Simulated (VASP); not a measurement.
Input of a VASP 6.6.1 run:

INCAR

```
SYSTEM = Si3N4
PREC = Accurate
ENCUT = 520
EDIFF = 1E-6
ISMEAR = 0
SIGMA = 0.02
LREAL = .False.
LASPH = .True.
NELM = 60
ALGO = Normal
ISIF = 2
LWAVE = .False.
LCHARG = .False.
GGA = PE
NBANDS = 45
```

The input KPOINTS:

```
regular mesh
0
Gamma
  6 6 6
  0 0 0
```

File POSCAR:

```
Si3N4
1.0
    0.0000000000      3.9331817126      3.9331817126
    3.9331817126      0.0000000000      3.9331817126
    3.9331817126      3.9331817126      0.0000000000
Si N
6 8
Direct
    0.1250000000      0.1250000000      0.6250000000
    0.1250000000      0.6250000000      0.1250000000
    0.6250000000      0.1250000000      0.1250000000
    0.1250000000      0.1250000000      0.1250000000
    0.7500000000      0.7500000000      0.7500000000
    0.5000000000      0.5000000000      0.5000000000
    0.3673622502      0.3673622502      0.3673622502
    0.3520867507      0.8826377498      0.8826377498
    0.8826377498      0.8826377498      0.3520867507
    0.8826377498      0.3520867507      0.8826377498
    0.3673622502      0.3673622502      0.8979132493
    0.3673622502      0.8979132493      0.3673622502
    0.8826377498      0.8826377498      0.8826377498
    0.8979132493      0.3673622502      0.3673622502
```

Potentials or basis: VASP PAW PBE potentials, release 64 (Si, N).

The run is started by

```bash
$ cat potpaw_PBE.64/Si/POTCAR potpaw_PBE.64/N/POTCAR > POTCAR
$ mpirun -np 1 vasp_std > vasp.out
```

(1) Estimate the largest force.

(2) Estimate the pressure.

(3) Estimate the band gap on the k mesh.

## Answers

(1) 0.006 eV/Å.

(2) -8.3 GPa.

(3) 3.22 eV (least direct gap 3.27 eV).

Caveat: the cell stands under tension.
